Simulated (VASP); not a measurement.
## NaAg: single point with PBE

Crystal: NaAg.

```
CELL_PARAMETERS angstrom
3.10659 0.00000 0.00000
-1.55329 2.69038 0.00000
0.00000 0.00000 5.14311
ATOMIC_POSITIONS crystal
Na 0.33333 0.66667 0.50000
Ag 0.00000 0.00000 0.00000
```

```yaml
Program: VASP 6.6.1
Task: single point
Functional: PBE
Potentials_or_basis: VASP PAW PBE potentials, release 64 (Na_pv, Ag)
Cutoff: 520 eV
k_mesh: 15 × 15 × 8
Occupations: fermi-dirac, width 0.15 eV
Spin: no spin polarisation
Dipole_correction: no
Further_INCAR_settings: ALGO = Normal; EDIFF = 1e-07; NBANDS = 16
```

```
Pressure               : 0.0 GPa
Band gap on the k mesh : zero (bands 9 and 10 overlap by 5.83 eV)
```

Levels at points of the mesh, in eV from the Fermi level:
```csv
k point,band 7,band 8,band 9,band 10,band 11,band 12
"(0.00, 0.00, 0.00)",-4.36,-3.82,-3.82,0.28,2.08,14.00
"(0.00, 0.00, 0.50)",-4.16,-3.82,-3.82,-3.04,7.11,9.73
```

Run time: 99 s on 1 thread of Intel Xeon 8259CL, with other jobs on the host, peak memory 0.22 GiB.
